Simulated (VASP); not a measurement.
Write the native input for VASP 6.6.1 that does the following.

```yaml
Task: single point
Functional: revPBE
Potentials_or_basis: VASP PAW PBE potentials, release 64 (Mo_sv)
Cutoff: 520 eV
k_mesh: 5 × 5 × 5
Occupations: fermi-dirac, width 0.1 eV
Spin: no spin polarisation
Dipole_correction: no
Further_INCAR_settings: ALGO = Normal; EDIFF = 1e-07; NBANDS = 66
```

The structure of Mo lies in POSCAR:

```
Mo
1.0
    5.0588302707      0.0000000000      0.0000000000
    0.0000000000      5.0588302707      0.0000000000
    0.0000000000      0.0000000000      5.0588302707
Mo
8
Direct
    0.0000000000      0.0000000000      0.0000000000
    0.5000000000      0.5000000000      0.5000000000
    0.2500000000      1.0000000000      0.5000000000
    0.7500000000      1.0000000000      0.5000000000
    0.5000000000      0.2500000000      1.0000000000
    0.5000000000      0.7500000000      1.0000000000
    0.0000000000      0.5000000000      0.2500000000
    1.0000000000      0.5000000000      0.7500000000
```

One way to write it, as run:

INCAR

```
SYSTEM = Mo
ALGO = Normal
EDIFF = 1E-7
ENCUT = 520
GGA = RE
ISIF = 2
ISMEAR = -1
LASPH = .True.
LCHARG = .False.
LREAL = .False.
LWAVE = .False.
NBANDS = 66
NELM = 60
PREC = Accurate
SIGMA = 0.1
```

KPOINTS

```
k-points
0
Gamma
  5 5 5
  0 0 0
```

Potentials or basis: VASP PAW PBE potentials, release 64 (Mo_sv).

Launch:

```bash
$ cat potpaw_PBE.64/Mo_sv/POTCAR > POTCAR
$ mpirun -np 1 vasp_std > vasp.out
```

It gave:

The pressure is 0.5 GPa and the band gap on the k mesh is zero (bands 56 and 57 overlap by 0.56 eV).

Caveat: the PAW data sets were made with another functional, which shifts forces and pressure a little.

Run time: 56 s on 1 thread of Intel(R) Xeon(R) 6975P-C (Granite Rapids) (shared host), peak memory 0.25 GiB.
